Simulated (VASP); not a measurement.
# Rh (P6_3/mmc) in VASP: notebook

The runs below take Rh through single point, with LDA.

Everything below comes from runs of VASP 6.6.1. Logs are shortened: lines on timing, memory, paths and dates and some standing lists are left out, and cuts for length are marked.

**1. The cell of the first run**

It takes space group P6_3/mmc (No. 194, hexagonal). Conventional cell: a = 2.578 Å, b = 2.578 Å, c = 7.973 Å, α = 90.00°, β = 90.00°, γ = 120.00°. Rh (site symmetry -3m) has 12 Rh at 2.49 to 2.58 Å within 3.3 Å. Rh (site symmetry -6m2) has 12 Rh at 2.49 to 2.58 Å within 3.3 Å.

This isn't the form of Rh at room conditions, which is fcc.

**2. Single point, LDA**

File INCAR:

```
PREC = Accurate
ENCUT = 520
EDIFF = 1E-6
ISMEAR = 0
SIGMA = 0.15
LREAL = F
LASPH = T
NELM = 80
ALGO = Fast
ISIF = 2
LWAVE = F
LCHARG = F
NBANDS = 38
```

File KPOINTS:

```
regular mesh
0
Gamma
  18 18 6
```

File POSCAR:

```
Rh
1.0
    2.5775000000      0.0000000000      0.0000000000
   -1.2887500000      2.2321804783      0.0000000000
    0.0000000000      0.0000000000      7.9735000000
Rh
4
Direct
    0.0000000000      0.0000000000      0.0000000000
    0.3333333333      0.6666666667      0.2500000000
    0.0000000000      0.0000000000      0.5000000000
    0.6666666667      0.3333333333      0.7500000000
```

Potentials or basis: VASP PAW LDA potentials, release 64 (Rh_pv).

Launch:

```sh
$ cat potpaw_LDA.64/Rh_pv/POTCAR > POTCAR
$ mpirun -np 1 vasp_std > vasp.out
```

OUTCAR:

```text
PREC = Accurate
   ENCUT = 520
   EDIFF = 1E-6
   ISMEAR = 0
   LREAL = F
   LASPH = T
   NELM = 80
   ISIF = 2

 ion  position               nearest neighbor table
   1  0.000  0.000  0.000-   2 2.49   4 2.49   4 2.49   2 2.49   4 2.49   2 2.49
   2  0.333  0.667  0.250-   1 2.49   3 2.49   1 2.49   3 2.49   1 2.49   3 2.49
   3  0.000  0.000  0.500-   2 2.49   4 2.49   4 2.49   2 2.49   4 2.49   2 2.49
   4  0.667  0.333  0.750-   1 2.49   3 2.49   1 2.49   3 2.49   1 2.49   3 2.49

  LATTYP: Found a hexagonal cell.
 ALAT       =     2.5775000000
 C/A-ratio  =     3.0935014549

  Lattice vectors:

 A1 = (   2.5775000000,   0.0000000000,   0.0000000000)
 A2 = (  -1.2887500000,   2.2321804783,   0.0000000000)
 A3 = (   0.0000000000,   0.0000000000,   7.9735000000)

Analysis of symmetry for initial positions (statically):
=====================================================================
 Subroutine PRICEL returns:
 Original cell was already a primitive cell.

 Routine SETGRP: Setting up the symmetry group for a
 hexagonal supercell.

 Subroutine GETGRP returns: Found 24 space group operations
 (whereof 12 operations were pure point group operations)
 out of a pool of 24 trial point group operations.

The static configuration has the point symmetry D_3d.
 The point group associated with its full space group is D_6h.

Analysis of symmetry for dynamics (positions and initial velocities):
=====================================================================
 Subroutine PRICEL returns:
 Original cell was already a primitive cell.

 Routine SETGRP: Setting up the symmetry group for a
 hexagonal supercell.

 Subroutine GETGRP returns: Found 24 space group operations
 (whereof 12 operations were pure point group operations)
 out of a pool of 24 trial point group operations.

The dynamic configuration has the point symmetry D_3d.
 The point group associated with its full space group is D_6h.

 Subroutine INISYM returns: Found 24 space group operations
 (whereof 12 operations are pure point group operations),
 and found     1 'primitive' translations

----------------------------------------------------------------------------------------

                                     Primitive cell

  volume of cell :      45.8751

[... 89 lines left out ...]
   LASPH  =      T    aspherical Exc in radial PAW
   ENCUT  =  520.0 eV  38.22 Ry    6.18 a.u.   4.79  4.79 14.83*2*pi/ulx,y,z
   NELM   =     80;   NELMIN=  2; NELMDL= -5     # of ELM steps
   EDIFF  = 0.1E-05   stopping-criterion for ELM
   LREAL  =      F    real-space projection
   EDIFFG = 0.1E-04   stopping-criterion for IOM
   NSW    =      0    number of steps for IOM
   IBRION =     -1    ionic relax: 0-MD 1-quasi-New 2-CG
   NFREE  =      0    steps in history (QN), initial steepest desc. (CG)
   ISIF   =      2    stress and relaxation
   ISYM   =      2    0-nonsym 1-usesym 2-fastsym
   POTIM  = 0.5000    time-step for ionic-motion
   TEBEG  =    0.0;   TEEND  =   0.0 temperature during run
   PSTRESS=    0.0 pullay stress
   NELECT =      60.0000    total number of electrons
   NUPDOWN=      -1.0000    fix difference up-down
   EMIN   =  10.00;   EMAX   =-10.00  energy-range for DOS
   EFERMI =   0.00;   METHOD = LEGACY
   ISMEAR =     0;   SIGMA  =   0.15  broadening in eV -4-tet -1-fermi 0-gaus
   EFERMI_NEDOS =   21; number of points for ismear=-14 and -15
   IALGO  =     68    algorithm
   IMIX   =      4    mixing-type and parameters
     AMIX     =   0.40;   BMIX     =  1.00
     AMIX_MAG =   1.60;   BMIX_MAG =  1.00
  volume/ion in A,a.u.               =      11.47        77.40
  Fermi-wavevector in a.u.,A,eV,Ry     =   1.790329  3.383232 43.610469  3.205279
  Thomas-Fermi vector in A             =   2.853122
   LORBIT       =      0    0 simple, 1 ext, 2 COOP (PROOUT), +10 PAW based schemes
   GGA     = CA    functional components
   LHFCALC =     F    Hartree Fock is set to
   AEXX    =    0.0000 exact exchange contribution
   IVDW    =     0    specifies the selected vdW correction
   LEPSILON=     F    determine dielectric tensor
   LRPA    =     F    only Hartree local field effects (RPA)
 non-spin polarized calculation
 RMM-DIIS sequential band-by-band and
 Gauss-broadening in eV      SIGMA  =   0.15
  energy-cutoff  :      520.00
  volume of cell :       45.88
 maximum number of plane-waves:      1250
 NGX is ok and might be reduce to    20
   NGX =  9   NGY =  9   NGZ = 29

 number of electron      59.9999985 magnetization

 Free energy of the ion-electron system (eV)
  ---------------------------------------------------
  ext. energy  EPLUGINS =         0.00000000
  ---------------------------------------------------
  free energy    TOTEN  =       -33.18148762 eV

  energy without entropy =      -33.13545033  energy(sigma->0) =      -33.15846898

 E-fermi :  15.4628     XC(G=0): -15.5320

 val. band max:       15.4576850008   @ k =   0.3333   0.1667   0.0000
 cond. band min:      15.4683263492   @ k =   0.1111   0.1111   0.3333
 fundamental gap:      0.0106413484
 Fermi energy:        15.4628362310

 k-point     1 :       0.0000    0.0000    0.0000
  band No.  band energies     occupation
      1     -32.5687      2.00000
      2     -31.8251      2.00000
      3     -31.8235      2.00000
      4     -31.3254      2.00000
      5     -31.3254      2.00000
      6     -31.2243      2.00000
[... 973 lines left out ...]
     37      26.5876      0.00000
     38      26.6945      0.00000

 [... further k-points ...]

------------------------ aborting loop because EDIFF is reached ----------------------------------------

  FORCE on cell =-STRESS in cart. coord.  units (eV):
  Direction    XX          YY          ZZ          XY          YZ          ZX
  --------------------------------------------------------------------------------------
  -------------------------------------------------------------------------------------
  Total       16.3537089     16.3537089     26.3650203      0.0000000      0.0000000     -0.0000000
  in kB      571.1495887    571.1495888    920.7923748      0.0000000      0.0000000     -0.0000000
  external PRESSURE =     687.6971841 kB  Pullay stress =       0.0000000 kB

 VOLUME and BASIS-vectors are now :
 -----------------------------------------------------------------------------
  energy-cutoff  :      520.00
  volume of cell :       45.88
      direct lattice vectors                 reciprocal lattice vectors
     2.577500000  0.000000000  0.000000000     0.387972842  0.223996225  0.000000000
    -1.288750000  2.232180478  0.000000000     0.000000000  0.447992449  0.000000000
     0.000000000  0.000000000  7.973500000     0.000000000  0.000000000  0.125415439

 POSITION                                       TOTAL-FORCE (eV/Angst)
 -----------------------------------------------------------------------------------
      0.00000      0.00000      0.00000        -0.000000      0.000000     -0.000000
     -0.00000      1.48812      1.99337         0.000000      0.000000      0.000000
      0.00000      0.00000      3.98675        -0.000000      0.000000     -0.000000
      1.28875      0.74406      5.98012         0.000000     -0.000000     -0.000000
 -----------------------------------------------------------------------------------
    total drift:                                0.000000     -0.000000      0.000000

  FREE ENERGIE OF THE ION-ELECTRON SYSTEM (eV)
  ---------------------------------------------------
  free  energy   TOTEN  =       -33.1814876247 eV

  energy  without entropy=      -33.1354503257  energy(sigma->0) =      -33.15846898
```

OSZICAR:

```text
N       E                     dE             d eps       ncg     rms          rms(c)
DAV:   1     0.792731130852E+03    0.79273E+03   -0.36177E+04 11352   0.189E+03
DAV:   2    -0.742472543973E+01   -0.80016E+03   -0.77624E+03 11686   0.593E+02
DAV:   3    -0.348904167195E+02   -0.27466E+02   -0.26913E+02 12472   0.121E+02
DAV:   4    -0.351422298306E+02   -0.25181E+00   -0.25167E+00 12598   0.118E+01
DAV:   5    -0.351465829765E+02   -0.43531E-02   -0.43531E-02 12606   0.155E+00    0.347E+01
RMM:   6    -0.333522578579E+02    0.17943E+01   -0.41053E+00 11375   0.139E+01    0.146E+01
RMM:   7    -0.332263198990E+02    0.12594E+00   -0.63646E-01 11716   0.460E+00    0.393E+00
RMM:   8    -0.332305244591E+02   -0.42046E-02   -0.18097E-01 11709   0.273E+00    0.274E+00
RMM:   9    -0.331828075192E+02    0.47717E-01   -0.67498E-02 11569   0.195E+00    0.760E-01
RMM:  10    -0.331814399100E+02    0.13676E-02   -0.37499E-03 12055   0.471E-01    0.451E-02
RMM:  11    -0.331814827889E+02   -0.42879E-04   -0.47422E-04 12791   0.169E-01    0.253E-02
RMM:  12    -0.331814863795E+02   -0.35906E-05   -0.60710E-05 13924   0.509E-02    0.971E-03
RMM:  13    -0.331814874511E+02   -0.10716E-05   -0.13542E-05 12639   0.219E-02    0.463E-03
RMM:  14    -0.331814876247E+02   -0.17354E-06   -0.16636E-06  7068   0.937E-03
   1 F= -.33181488E+02 E0= -.33158469E+02  d E =-.460373E-01
```

Run time: 3.5 min. Hardware: 1 thread of Intel Xeon 8259CL, shared host; peak memory 0.28 GiB.

Results:

```yaml
Free_energy: -33.1815 eV
Pressure: 68.8 GPa
Band_gap_on_the_k_mesh: zero (bands 30 and 31 overlap by 2.50 eV)
```

Levels at points of the mesh, in eV from the Fermi level:
```csv
k point,band 28,band 29,band 30,band 31,band 32,band 33
"(0.00, 0.00, 0.00)",-2.20,-2.20,-1.47,-1.47,-0.42,-0.42
"(0.50, 0.00, 0.00)",0.61,0.90,0.92,1.02,1.18,1.29
"(0.00, 0.00, 0.50)",-1.65,-1.65,-1.65,-1.00,-1.00,0.10
"(0.50, 0.00, 0.50)",-0.16,0.48,0.48,0.91,0.91,3.32
```

Caveat: the stress differs along the axes, from 57 to 92 GPa.

**3. Single point, LDA**

This run uses another cell than the first one, of 11.71 Å³/atom.

File INCAR:

```
  PREC = Accurate
  ENCUT = 520
  EDIFF = 1E-6
  ISMEAR = 0
  SIGMA = 0.15
  LREAL = False
  LASPH = True
  NELM = 80
  ALGO = Fast
  ISIF = 2
  LWAVE = False
  LCHARG = True
  GGA = CA
  LELF = True
  LVHAR = True
  NBANDS = 38
```

File KPOINTS:

```
Automatic mesh
0
Gamma
  18 18 6
```

POSCAR, as its differences from that of step 2:

```diff
@@ -2,4 +2,4 @@
 1.0
-    2.5775000000      0.0000000000      0.0000000000
-   -1.2887500000      2.2321804783      0.0000000000
+    2.6041000000      0.0000000000      0.0000000000
+   -1.3020500000      2.2552167540      0.0000000000
     0.0000000000      0.0000000000      7.9735000000
```

Potentials or basis: VASP PAW LDA potentials, release 64 (Rh_pv).

Launch:

```sh
$ cat potpaw_LDA.64/Rh_pv/POTCAR > POTCAR
$ mpirun -np 1 vasp_std > vasp.out
```

Wall time 3.3 min (1 thread of Intel Xeon 8259CL, shared host); peak memory 0.28 GiB.

The run converged. Its results:

* Free energy: -33.4832 eV
* Pressure: 57.0 GPa
* Band gap on the k mesh: zero (bands 30 and 31 overlap by 2.39 eV)

Stress tensor (GPa, compression positive):
```
44.28  0.00  0.00
 0.00 44.28  0.00
 0.00  0.00 82.57
```

Levels at points of the mesh, in eV from the Fermi level:
```tsv
k point	band 28	band 29	band 30	band 31	band 32	band 33
(0.00, 0.00, 0.00)	-2.17	-2.17	-1.47	-1.47	-0.39	-0.39
(0.50, 0.00, 0.00)	0.53	0.85	0.87	0.99	1.13	1.29
(0.00, 0.00, 0.50)	-1.60	-1.60	-1.60	-0.89	-0.89	0.10
(0.50, 0.00, 0.50)	-0.16	0.40	0.40	0.84	0.84	3.22
```

Caveat: the stress differs along the axes, from 44 to 83 GPa.

**4. Single point, LDA**

This run uses another cell than the first one, of 11.80 Å³/atom.

File INCAR:

```
PREC     = Accurate       # precision mode
ENCUT    = 520            # plane-wave cutoff, eV
EDIFF    = 1E-6           # SCF threshold, eV
ISMEAR   = 0              # smearing method
SIGMA    = 0.15           # smearing width, eV
LREAL    = F              # projectors in reciprocal space
LASPH    = T              # aspherical terms in the spheres
NELM     = 80             # most SCF steps
ALGO     = Fast           # electronic algorithm
ISIF     = 2              # what is computed and relaxed
LWAVE    = F              # write WAVECAR
LCHARG   = F              # write CHGCAR
NBANDS   = 38             # bands
```

KPOINTS is that of step 3.

File POSCAR:

```
Rh
1.0
    2.5775000000      0.0000000000      0.0000000000
   -1.2887500000      2.2321804783      0.0000000000
    0.0000000000      0.0000000000      8.2046000000
Rh
4
Direct
    0.0000000000      0.0000000000      0.0000000000
    0.3333333333      0.6666666667      0.2500000000
    0.0000000000      0.0000000000      0.5000000000
    0.6666666667      0.3333333333      0.7500000000
```

Potentials or basis: VASP PAW LDA potentials, release 64 (Rh_pv).

Launch:

```sh
$ cat potpaw_LDA.64/Rh_pv/POTCAR > POTCAR
$ mpirun -np 1 vasp_std > vasp.out
```

OUTCAR:

```text
PREC = Accurate
   ENCUT = 520
   EDIFF = 1E-6
   ISMEAR = 0
   LREAL = F
   LASPH = T
   NELM = 80
   ISIF = 2

 ion  position               nearest neighbor table
   1  0.000  0.000  0.000-   2 2.53   4 2.53   4 2.53   2 2.53   4 2.53   2 2.53
   2  0.333  0.667  0.250-   1 2.53   3 2.53   1 2.53   3 2.53   1 2.53   3 2.53
   3  0.000  0.000  0.500-   2 2.53   4 2.53   4 2.53   2 2.53   4 2.53   2 2.53
   4  0.667  0.333  0.750-   1 2.53   3 2.53   1 2.53   3 2.53   1 2.53   3 2.53

  LATTYP: Found a hexagonal cell.
[... 1188 lines left out ...]
  --------------------------------------------------------------------------------------
  -------------------------------------------------------------------------------------
  Total       13.4587959     13.4587959     17.8451463     -0.0000000      0.0000000     -0.0000000
  in kB      456.8055757    456.8055757    605.6828864     -0.0000000      0.0000000     -0.0000000
  external PRESSURE =     506.4313459 kB  Pullay stress =       0.0000000 kB

 VOLUME and BASIS-vectors are now :
 -----------------------------------------------------------------------------
  energy-cutoff  :      520.00
  volume of cell :       47.20
      direct lattice vectors                 reciprocal lattice vectors
     2.577500000  0.000000000  0.000000000     0.387972842  0.223996225  0.000000000
    -1.288750000  2.232180478  0.000000000     0.000000000  0.447992449  0.000000000
     0.000000000  0.000000000  8.204600000     0.000000000  0.000000000  0.121882846

 POSITION                                       TOTAL-FORCE (eV/Angst)
 -----------------------------------------------------------------------------------
      0.00000      0.00000      0.00000        -0.000000      0.000000      0.000000
     -0.00000      1.48812      2.05115         0.000000      0.000000      0.000000
      0.00000      0.00000      4.10230        -0.000000      0.000000      0.000000
      1.28875      0.74406      6.15345         0.000000      0.000000     -0.000000
 -----------------------------------------------------------------------------------
    total drift:                                0.000000     -0.000000      0.000000

  FREE ENERGIE OF THE ION-ELECTRON SYSTEM (eV)
  ---------------------------------------------------
  free  energy   TOTEN  =       -33.8126886555 eV

  energy  without entropy=      -33.7636766089  energy(sigma->0) =      -33.78818263
```

OSZICAR:

```text
N       E                     dE             d eps       ncg     rms          rms(c)
DAV:   1     0.790167623277E+03    0.79017E+03   -0.36303E+04 11392   0.188E+03
DAV:   2    -0.873191494126E+01   -0.79890E+03   -0.77540E+03 11716   0.591E+02
DAV:   3    -0.356133194754E+02   -0.26881E+02   -0.26316E+02 12474   0.119E+02
DAV:   4    -0.358543294868E+02   -0.24101E+00   -0.24092E+00 12528   0.116E+01
DAV:   5    -0.358585674013E+02   -0.42379E-02   -0.42378E-02 12574   0.153E+00    0.319E+01
RMM:   6    -0.339684942995E+02    0.18901E+01   -0.45403E+00 11358   0.145E+01    0.129E+01
RMM:   7    -0.338554845532E+02    0.11301E+00   -0.61787E-01 11681   0.444E+00    0.380E+00
RMM:   8    -0.338644811338E+02   -0.89966E-02   -0.17542E-01 11691   0.267E+00    0.273E+00
RMM:   9    -0.338142326990E+02    0.50248E-01   -0.67759E-02 11543   0.195E+00    0.768E-01
RMM:  10    -0.338126337536E+02    0.15989E-02   -0.44236E-03 12033   0.504E-01    0.379E-02
RMM:  11    -0.338126844003E+02   -0.50647E-04   -0.48267E-04 12638   0.169E-01    0.245E-02
RMM:  12    -0.338126875200E+02   -0.31197E-05   -0.58007E-05 13541   0.529E-02    0.817E-03
RMM:  13    -0.338126883997E+02   -0.87967E-06   -0.14169E-05 12776   0.234E-02    0.362E-03
RMM:  14    -0.338126886555E+02   -0.25581E-06   -0.26079E-06  7616   0.121E-02
   1 F= -.33812689E+02 E0= -.33788183E+02  d E =-.490120E-01
```

stdout:

```text
POSCAR found type information on POSCAR Rh
 POSCAR found :  1 types and       4 ions
 scaLAPACK will be used
 LDA part: xc-table for (Slater(with rela. corr.)+CA(PZ))
 , standard interpolation
 POSCAR, INCAR and KPOINTS ok, starting setup
 FFT: planning ... GRIDC
 FFT: planning ... GRID_SOFT
 FFT: planning ... GRID
 WAVECAR not read
 entering main loop
```

It took 3.6 min on 1 thread of Intel Xeon 8259CL, shared host; peak memory 0.28 GiB.

What came out:

| Quantity | Value |
| --- | --- |
| Free energy | -33.8127 eV |
| Pressure | 50.6 GPa |
| Band gap on the k mesh | zero (bands 30 and 31 overlap by 2.51 eV) |

Stress tensor (GPa, compression positive):
```
45.68  0.00  0.00
 0.00 45.68  0.00
 0.00  0.00 60.57
```

Caveat: the stress differs along the axes, from 46 to 61 GPa.

**5. Summary**

| cell | gap on the mesh (eV) | pressure (GPa) |
| --- | --- | --- |
| a = 2.578, b = 2.578, c = 7.973 Å, angles 90.0, 90.0, 120.0°, 4 atoms | none | 68.8 |
| a = 2.604, b = 2.604, c = 7.973 Å, angles 90.0, 90.0, 120.0°, 4 atoms | none | 57.0 |
| a = 2.578, b = 2.578, c = 8.205 Å, angles 90.0, 90.0, 120.0°, 4 atoms | none | 50.6 |

Alike in all rows: task single point; level LDA; potentials or basis VASP PAW LDA potentials, release 64 (Rh_pv); no spin polarisation; k mesh 18 × 18 × 6; cutoff (eV) 520; smearing gaussian 0.15 eV.

Caveats: the stress differs along the axes, from 57 to 92 GPa (at least some runs); the stress differs along the axes, from 44 to 83 GPa (at least some runs); the stress differs along the axes, from 46 to 61 GPa (at least some runs).

Absolute energies hang on the potentials; compare differences alone.
